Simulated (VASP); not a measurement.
# N2: single point with PBE+D3(BJ)

System: N2, in a box.

```xyz
2
Lattice="15.0000 0.0000 0.0000 0.0000 15.5000 0.0000 0.0000 0.0000 16.0000" Properties=species:S:1:pos:R:3 pbc="T T T"
N     7.5279    7.7347    7.4498
N     7.4721    7.7653    8.5502
```

| Item | Value |
| --- | --- |
| Program | VASP 6.6.1 |
| Task | single point |
| Functional | PBE |
| Dispersion | D3(BJ) |
| Potentials or basis | VASP PAW PBE potentials, release 64 (N_h) |
| Cutoff | 1000 eV |
| k mesh | 1 × 1 × 1 |
| Occupations | gaussian, width 0.005 eV |
| Spin | no spin polarisation |

| Property | Result |
| --- | --- |
| Largest force | 0.072 eV/Å |
| Gap between the frontier levels | 8.25 eV |
| Dispersion energy per atom | -0.006 eV |

Forces on the atoms (eV/Å):
```
N    0.004 -0.002 -0.072
N   -0.004  0.002  0.072
```

Levels at points of the mesh, in eV from the valence-band top:
```tsv
k point	band 1	band 2	band 3	band 4	band 5	band 6	band 7	band 8	band 9	band 10
(0.00, 0.00, 0.00)	-17.95	-3.28	-1.35	-1.35	0.00	8.25	8.25	10.09	10.59	10.70
```

Run time: 11 min on 1 thread of Intel(R) Xeon(R) Platinum 8488C (Sapphire Rapids) (shared host), peak memory 5.1 GiB.
